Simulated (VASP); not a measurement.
A run of VASP 6.6.1 is set up as follows.

File INCAR:

```
PREC = Accurate
ENCUT = 600
EDIFF = 1E-6
ISMEAR = 0
SIGMA = 0.1
LREAL = F
LASPH = T
NELM = 100
ALGO = Fast
ISIF = 3
LWAVE = F
LCHARG = F
GGA = PE
IBRION = 2
NSW = 100
EDIFFG = -0.01
```

Contents of KPOINTS:

```
Automatic mesh
0
Gamma
  21 21 18
```

File POSCAR:

```
Cd
1.0
    3.1182016165      0.0000000000      0.0000000000
   -1.5591008082      2.7004418140      0.0000000000
    0.0000000000      0.0000000000      3.0265551010
Cd
1
Direct
    0.0000000000      0.0000000000      0.0000000000
```

Potentials or basis: VASP PAW PBE potentials, release 64 (Cd).

The run is started by

```bash
$ cat potpaw_PBE.64/Cd/POTCAR > POTCAR
$ mpirun -np 1 vasp_std > vasp.out
```

(1) What does it give for the relaxed cell?

(2) What does it give for the space group after relaxing (to 0.1 Å)?

Results:

(1) a = 3.048 Å, b = 3.048 Å, c = 3.146 Å, α = 90.00°, β = 90.00°, γ = 120.00°.

(2) P6/mmm (No. 191).
